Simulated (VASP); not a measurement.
Crystal: InAs.

```
In As
1.0
     0.00000    3.01800    3.01800
     3.01800    0.00000    3.01800
     3.01800    3.01800    0.00000
In As
1 1
Direct
  0.00000 0.00000 0.00000
  0.75000 0.75000 0.75000
```

* Program: VASP 6.6.1
* Task: relaxation of cell and atoms
* Functional: BLYP
* Potentials or basis: VASP PAW PBE potentials, release 64 (In_d, As)
* Cutoff: 600 eV
* k mesh: 8 × 8 × 8
* Occupations: fermi-dirac, width 0.05 eV
* Spin: no spin polarisation

At the start: pressure 7.7 GPa; volume 27.49 Å³/atom.

Q: Where does the relaxation end?

A: Over 5 steps the energy falls by 85.4 meV/atom and the volume is 31.55 Å³/atom (+14.8 %); space group F-43m (No. 216, to 0.05 Å).

The path:
```csv
step,energy change (eV),largest force (eV/Å),pressure (GPa),volume (Å³)
1,0.0000,0.0000,7.69,54.98
2,-0.1541,0.0000,-1.67,66.16
3,-0.1707,0.0000,0.04,63.05
4,-0.1707,0.0000,-0.07,63.22
5,-0.1707,0.0000,0.01,63.10
```

Final structure:
```xyz
2
Lattice="0.0000 3.1598 3.1598 3.1598 0.0000 3.1598 3.1598 3.1598 0.0000" Properties=species:S:1:pos:R:3 pbc="T T T"
In    3.1598    3.1598    6.3196
As    4.7397    4.7397    4.7397
```

Caveat: the PAW data sets were made with another functional, which shifts forces and pressure a little; the volume moved by +15 % from the deposited cell, more than functionals usually miss.
